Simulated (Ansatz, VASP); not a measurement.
Mn: VASP beside Ansatz

```
CELL_PARAMETERS angstrom
0.00000 1.89872 1.89872
1.89872 0.00000 1.89872
1.89872 1.89872 0.00000
ATOMIC_POSITIONS crystal
Mn 0.00000 0.00000 0.00000
```

Alike in both runs: task single point; functional r2SCAN; k mesh 8 × 8 × 8; occupations gaussian, width 0.1 eV; collinear spin.

```csv
,VASP,Ansatz
version,VASP 6.6.1,Ansatz 0.2.0
potentials or method,"VASP PAW PBE potentials, release 64 (Mn_pv), cutoff 520 eV","scalar-relativistic, plane waves, PAW"
valence electrons in the cell,13,15
```

```csv
,VASP,Ansatz,Ansatz less VASP
gap on the k mesh at the Fermi level (eV),none,none,-
pressure (GPa),14.1,13.9,-0.22
net moment per atom (μB),3.70,3.70,0.000
size of the moment on the site where the two differ most (μB),3.62,3.64,+0.019
```

VASP's potentials were made for PBE, not for r2SCAN. Site moments also hang on the region over which each program counts them. A gap of «none» marks a metal or a gap that the smearing closes. VASP's potentials hold 13 valence electrons a cell and Ansatz's 15, so a difference there can come from the potentials and not from the codes. Ansatz's warnings: stability check not made.
